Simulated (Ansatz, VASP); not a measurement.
# Two plane-wave programs on Ru

```
Ru
1.0
     4.79011    0.00000    0.00000
     0.00000    4.79011    0.00000
     0.00000    0.00000    4.79011
Ru
8
Direct
  0.50000 0.50000 0.50000
  0.00000 0.00000 0.00000
  0.25000 0.00000 0.50000
  0.50000 0.25000 0.00000
  0.50000 0.75000 0.00000
  0.75000 0.00000 0.50000
  0.00000 0.50000 0.75000
  0.00000 0.50000 0.25000
```

Alike in both runs: functional PBEsol; k mesh 8 × 8 × 8; occupations gaussian, width 0.1 eV; no spin polarisation.

Ansatz relaxed the structure, and its values are those at the end. VASP's run is a single point on that final structure, the one shown.

|  | VASP | Ansatz |
| --- | --- | --- |
| version | VASP 6.6.1 | Ansatz 0.2.0 |
| potentials or method | VASP PAW PBE potentials, release 64 (Ru_pv), cutoff 520 eV | scalar-relativistic, plane waves, PAW |
| valence electrons in the cell | 112 | 128 |

|  | VASP | Ansatz | Ansatz less VASP |
| --- | --- | --- | --- |
| gap on the k mesh at the Fermi level (eV) | none | none | - |
| pressure (GPa) | 0.0 | 0.0 | -0.03 |

VASP's potentials were made for PBE, not for PBEsol. A gap of «none» marks a metal or a gap that the smearing closes. VASP's potentials hold 112 valence electrons a cell and Ansatz's 128, so a difference there can come from the potentials and not from the codes.
